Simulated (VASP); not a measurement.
# CdS: G0W0 quasiparticle levels with LDA

CdS:

```xyz
2
Lattice="0.0000 2.9392 2.9392 2.9392 0.0000 2.9392 2.9392 2.9392 0.0000" Properties=species:S:1:pos:R:3 pbc="T T T"
Cd    0.0000    0.0000    0.0000
S     1.4696    1.4696    1.4696
```

- Program: VASP 6.6.1
- Task: G0W0 quasiparticle levels
- Functional: LDA
- Potentials or basis: VASP PAW LDA potentials, release 64 (Cd_GW, S_GW)
- Cutoff: 500 eV
- k mesh: 4 × 4 × 4
- Occupations: gaussian, width 0.01 eV
- Spin: no spin polarisation
- Dipole correction: no
- GW scheme: G0W0
- GW iterations: 1
- Cutoff of the response function: 140
- Frequency points: 96
- Empty bands: 191
- Further INCAR settings: ALGO = EVGW0; EDIFF = 1e-08; NBANDS = 200

```
Quasiparticle gap                                   : 1.72 eV
Least direct quasiparticle gap                      : 1.72 eV
Band gap of the starting levels on the mesh         : 0.82 eV
Least direct gap of the starting levels on the mesh : 0.82 eV
```

Run time: 4.5 min on 1 thread of AMD EPYC 9R45 96-Core Processor (Zen 5), on a shared host, peak memory 0.55 GiB.

Caveat: the k points lie up to 0.46 Å⁻¹ apart; bands, screening cutoff and mesh are small and nothing is extrapolated, so the quasiparticle values aren't converged; the structure was generated, so it needn't be the stable form of CdS.
